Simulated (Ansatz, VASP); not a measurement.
## Sr3W4 in VASP and in Ansatz

The input INCAR:

```
SYSTEM = Sr3W4
ALGO     = Normal         ! electronic algorithm
EDIFF    = 1E-6           ! SCF threshold, eV
ENCUT    = 500            ! plane-wave cutoff, eV
GGA      = PE             ! functional
GGA_COMPAT= .False.      
ISIF     = 2              ! what is computed and relaxed
ISMEAR   = 0              ! smearing method
LASPH    = .True.         ! aspherical terms in the spheres
LCHARG   = .False.        ! write CHGCAR
LREAL    = .False.        ! projectors in reciprocal space
LWAVE    = .False.        ! write WAVECAR
NBANDS   = 52             ! bands
NELM     = 120            ! most SCF steps
PREC     = Accurate       ! precision mode
SIGMA    = 0.1            ! smearing width, eV
```

Contents of KPOINTS:

```
k-points
0
Gamma
  4 4 4
  0 0 0
```

POSCAR

```
Sr3W4
1.0
    5.8457441518      0.0000000000      0.0000000000
    0.0000000000      5.8457441518      0.0000000000
    0.0000000000      0.0000000000      5.8457441518
Sr W
3 4
Direct
    0.5000000000      0.5000000000      0.0000000000
    0.0000000000      0.5000000000      0.5000000000
    0.5000000000      0.0000000000      0.5000000000
    0.5000000000      0.5000000000      0.5000000000
    0.5000000000      0.0000000000      0.0000000000
    0.0000000000      0.5000000000      0.0000000000
    0.0000000000      0.0000000000      0.5000000000
```

Input for Ansatz:

```yaml
crystal:
  lattice:
    - [5.8457441518, 0.0, 0.0]
    - [0.0, 5.8457441518, 0.0]
    - [0.0, 0.0, 5.8457441518]
  atoms:
    - { symbol: Sr, position: [0.5, 0.5, 0.0] }
    - { symbol: Sr, position: [0.0, 0.5, 0.5] }
    - { symbol: Sr, position: [0.5, 0.0, 0.5] }
    - { symbol: W, position: [0.5, 0.5, 0.5] }
    - { symbol: W, position: [0.5, 0.0, 0.0] }
    - { symbol: W, position: [0.0, 0.5, 0.0] }
    - { symbol: W, position: [0.0, 0.0, 0.5] }
basis:
  ecutwfc: 420
kpoints:
  mp_grid: { grid: [4, 4, 4] }
hamiltonian:
  xc: pbe
scf:
  occupations: { method: gaussian, width: 0.1 }
output:
  forces: true
  stress: true
  eigenvalues: true
```

Alike in both runs: task single point; functional PBE; k mesh 4 × 4 × 4; occupations gaussian, width 0.1 eV; no spin polarisation.

|  | VASP | Ansatz |
| --- | --- | --- |
| version | VASP 6.6.1 | Ansatz 0.2.0 |
| potentials or method | VASP PAW PBE potentials, release 64 (Sr_sv, W_sv), cutoff 500 eV | scalar-relativistic, plane waves, PAW |
| valence electrons in the cell | 86 | 86 |

```csv
,VASP,Ansatz,Ansatz less VASP
gap on the k mesh at the Fermi level (eV),none,none,-
pressure (GPa),0.7,0.4,-0.29
```

A gap of «none» marks a metal or a gap that the smearing closes.

Spin-orbit coupling is off throughout.
